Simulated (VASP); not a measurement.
Here is a VASP 6.6.1 calculation.

Contents of INCAR:

```
ALGO     = Normal         # electronic algorithm
EDIFF    = 1E-6           # SCF threshold, eV
ENCUT    = 750            # plane-wave cutoff, eV
GGA      = PE             # functional
GGA_COMPAT= False        
ISIF     = 2              # what is computed and relaxed
ISMEAR   = 0              # smearing method
LASPH    = True           # aspherical terms in the spheres
LCHARG   = False          # write CHGCAR
LREAL    = False          # projectors in reciprocal space
LWAVE    = False          # write WAVECAR
NBANDS   = 12             # bands
NELM     = 120            # most SCF steps
PREC     = Accurate       # precision mode
SIGMA    = 0.01           # smearing width, eV
```

KPOINTS

```
k-points
0
Gamma
  4 4 4
```

The input POSCAR:

```
LiF
1.0
    0.0000000000      2.0050000000      2.0050000000
    2.0050000000      0.0000000000      2.0050000000
    2.0050000000      2.0050000000      0.0000000000
Li F
1 1
Direct
    0.0000000000      0.0000000000      0.0000000000
    0.5000000000      0.5000000000      0.5000000000
```

Potentials or basis: VASP PAW PBE potentials, release 64 (Li_sv, F).

Run with:

```console
$ cat potpaw_PBE.64/Li_sv/POTCAR potpaw_PBE.64/F/POTCAR > POTCAR
$ mpirun -np 1 vasp_std > vasp.out
```

Estimate the band gap on the k mesh.

9.20 eV, direct.

Predict the pressure.

2.5 GPa.

Caveat: the k points lie up to 0.68 Å⁻¹ apart.
